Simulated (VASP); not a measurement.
Set up this calculation in VASP 6.6.1, as the native input.

- Task: single point
- Functional: PBE
- Potentials or basis: VASP PAW PBE potentials, release 64 (Be, Hg)
- Cutoff: 520 eV
- k mesh: 14 × 14 × 14
- Occupations: gaussian, width 0.1 eV
- Spin: no spin polarisation
- Dipole correction: no
- Further INCAR settings: ALGO = Normal; EDIFF = 1e-06; NBANDS = 17

The structure of Be3Hg lies in POSCAR:

```
Be3Hg
1.0
    0.0000000000      2.8610876134      2.8610876134
    2.8610876134      0.0000000000      2.8610876134
    2.8610876134      2.8610876134      0.0000000000
Be Hg
3 1
Direct
    0.2500000000      0.2500000000      0.2500000000
    0.7500000000      0.7500000000      0.7500000000
    0.5000000000      0.5000000000      0.5000000000
    0.0000000000      0.0000000000      0.0000000000
```

These files were run (other wordings do the same):

INCAR

```
PREC     = Accurate       # precision mode
ENCUT    = 520            # plane-wave cutoff, eV
EDIFF    = 1E-6           # SCF threshold, eV
ISMEAR   = 0              # smearing method
SIGMA    = 0.1            # smearing width, eV
LREAL    = False          # projectors in reciprocal space
LASPH    = True           # aspherical terms in the spheres
NELM     = 100            # most SCF steps
ALGO     = Normal         # electronic algorithm
ISIF     = 2              # what is computed and relaxed
LWAVE    = False          # write WAVECAR
LCHARG   = True           # write CHGCAR
GGA      = PE             # functional
LELF     = True           # ELF
LVHAR    = True         
NBANDS   = 17             # bands
```

KPOINTS

```
regular mesh
0
Gamma
  14 14 14
```

Potentials or basis: VASP PAW PBE potentials, release 64 (Be, Hg).

The run is started by

```sh
$ cat potpaw_PBE.64/Be/POTCAR potpaw_PBE.64/Hg/POTCAR > POTCAR
$ mpirun -np 1 vasp_std > vasp.out
```

Results of the run:

```
Pressure               : 0.3 GPa
Band gap on the k mesh : zero (band 9 reaches 7.31 eV, above the bottom of band 10 at 5.83 eV)
```

Caveat: spin-orbit coupling is left out, which moves the levels of the heavy elements.

It took 85 s on 1 thread of Intel(R) Xeon(R) Platinum 8488C (Sapphire Rapids) (shared host), peak memory 0.22 GiB.
